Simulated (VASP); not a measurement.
Sb: electric field gradients with r2SCAN

Sb:

```
Sb
1.0
     2.21276    1.27754    3.89268
    -2.21276    1.27754    3.89268
     0.00000   -2.55508    3.89268
Sb
2
Cartesian
  0.0000 0.0000 3.1327
  0.0000 0.0000 8.5453
```

This cell differs from its parent crystal: volume scaled by 1.05.

```
Program                : VASP 6.6.1
Task                   : electric field gradients
Functional             : r2SCAN
Potentials or basis    : VASP PAW PBE potentials, release 64 (Sb)
Cutoff                 : 520 eV
k mesh                 : 11 × 11 × 11
Occupations            : fermi-dirac, width 0.05 eV
Spin                   : no spin polarisation
Dipole correction      : no
Further INCAR settings : ALGO = Normal; EDIFF = 1e-08; NBANDS = 12
```

| Property | Result |
| --- | --- |
| Pressure | -2.3 GPa |
| Largest force | 0.200 eV/Å |
| Band gap on the k mesh | zero (band 5 reaches 6.31 eV, above the bottom of band 6 at 6.19 eV) |

Forces in eV/Å, atoms in the order of the input:
```
Sb   0.000  0.000  0.200
Sb   0.000  0.000 -0.200
```

Stress tensor (GPa, compression positive):
```
-2.62  0.00  0.00
 0.00 -2.62  0.00
 0.00  0.00 -1.68
```

Levels at points of the mesh, in eV from the Fermi level:
| k point | band 2 | band 3 | band 4 | band 5 | band 6 | band 7 | band 8 | band 9 |
| --- | --- | --- | --- | --- | --- | --- | --- | --- |
| (0.00, 0.00, 0.00) | -5.33 | -2.10 | -1.92 | -1.92 | 1.86 | 2.53 | 2.53 | 5.50 |

Electric field gradients, principal values (V/Å²):
```
atom   least  middle  greatest (by size)
1 Sb  33.094  33.094             -66.189
2 Sb  33.094  33.094             -66.189
```

Wall time 5.5 min on 1 thread of Intel Xeon 6975P-C, on a shared host, peak memory 0.28 GiB.

Caveat: without QUAD_EFG the Cq values of the log hold for a quadrupole moment of 1 mb, not for the nuclei; the PAW data sets were made with another functional, which shifts forces and pressure a little; spin-orbit coupling is left out, which moves the levels of the heavy elements.
